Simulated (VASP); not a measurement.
The system is Ge.

```
Ge
1.0
     0.00000    2.09836    2.09836
     2.09836    0.00000    2.09836
     2.09836    2.09836    0.00000
Ge
1
Direct
  0.00000 0.00000 0.00000
```

This isn't the form of Ge at room conditions, which is diamond.

| Quantity | Value |
| --- | --- |
| Program | VASP 6.6.1 |
| Task | relaxation of volume and atoms at fixed shape |
| Functional | PBE |
| Potentials or basis | VASP PAW PBE potentials, release 64 (Ge_d) |
| Cutoff | 500 eV |
| k mesh | 7 × 7 × 7 |
| Occupations | methfessel-paxton, width 0.1 eV |
| Spin | no spin polarisation |

At the start: pressure 4.0 GPa; volume 18.48 Å³/atom.

How do energy, volume and symmetry change on relaxing?

Over 3 steps the energy falls by 11.4 meV/atom and the volume is 19.43 Å³/atom (+5.1 %); space group Fm-3m (No. 225, to 0.1 Å) before and after.

Step by step:
```tsv
step	energy change (eV)	largest force (eV/Å)	pressure (GPa)	volume (Å³)
1	0.0000	0.0000	4.00	18.48
2	-0.0103	0.0000	-1.12	19.74
3	-0.0114	0.0000	-0.02	19.43
```

Final structure:
```yaml
crystal:
  lattice:
    - [0.00000, 2.13369, 2.13369]
    - [2.13369, 0.00000, 2.13369]
    - [2.13369, 2.13369, 0.00000]
  atoms:
    - { symbol: Ge, position: [0.00000, 0.00000, 0.00000] }
```

Caveat: the k points lie up to 0.36 Å⁻¹ apart in the final cell, too coarse for converged energies and pressures of a metal.
